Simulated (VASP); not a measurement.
A run of VASP 6.6.1:

INCAR

```
SYSTEM = Ta12HN
PREC     = Accurate       ! precision mode
ENCUT    = 520            ! plane-wave cutoff, eV
EDIFF    = 1E-6           ! SCF threshold, eV
ISMEAR   = 0              ! smearing method
SIGMA    = 0.1            ! smearing width, eV
LREAL    = .FALSE.        ! projectors in reciprocal space
LASPH    = .TRUE.         ! aspherical terms in the spheres
NELM     = 60             ! most SCF steps
ALGO     = Fast           ! electronic algorithm
ISIF     = 2              ! what is computed and relaxed
LWAVE    = .FALSE.        ! write WAVECAR
LCHARG   = .FALSE.        ! write CHGCAR
LDIPOL   = .TRUE.       
IDIPOL   = 3            
DIPOL    = 0.5 0.5 0.460
GGA      = PE             ! functional
IVDW     = 12             ! dispersion correction
NBANDS   = 82             ! bands
```

Contents of KPOINTS:

```
Automatic mesh
0
G
  6 6 1
  0 0 0
```

POSCAR

```
Ta12HN
1.0
    5.6896945747      0.0000000000      0.0000000000
   -1.8965648582      5.3642954889      0.0000000000
    0.0000000000      0.0000000000     24.6456161668
Ta N H
12 1 1
Direct
    0.2500000000      0.2500000000      0.3448889223
    0.2500000000      0.7500000000      0.3448889223
    0.7500000000      0.2500000000      0.3448889223
    0.7500000000      0.7500000000      0.3448889223
    0.5000178027      0.4997695731      0.4370283801
    0.5002545873     -0.0001663251      0.4357844675
    0.0000633049      0.4998856285      0.4375085949
    0.0002893267     -0.0000388007      0.4370325773
    0.7576729001      0.7422409967      0.5290085532
    0.7386657341      0.2380156526      0.5305972056
    0.2619508213      0.7613685219      0.5305765308
    0.2429778696      0.2571232190      0.5289944858
    1.0001736501      0.4998401258      0.5791610505
    1.0017533711      0.4987398338      0.6207554042
```

Potentials or basis: VASP PAW PBE potentials, release 64 (Ta_pv, N, H).

Run with:

```sh
$ cat potpaw_PBE.64/Ta_pv/POTCAR potpaw_PBE.64/N/POTCAR potpaw_PBE.64/H/POTCAR > POTCAR
$ mpirun -np 1 vasp_std > vasp.out
```

Hardware: 1 thread of Oxide Virtual Turin-like Processor, on a shared host.

How long does it take, and how much memory?

It took 69 min on 1 thread of Oxide Virtual Turin-like Processor, on a shared host, peak memory 1.2 GiB. Counts: scf iterations 32, k points 20.
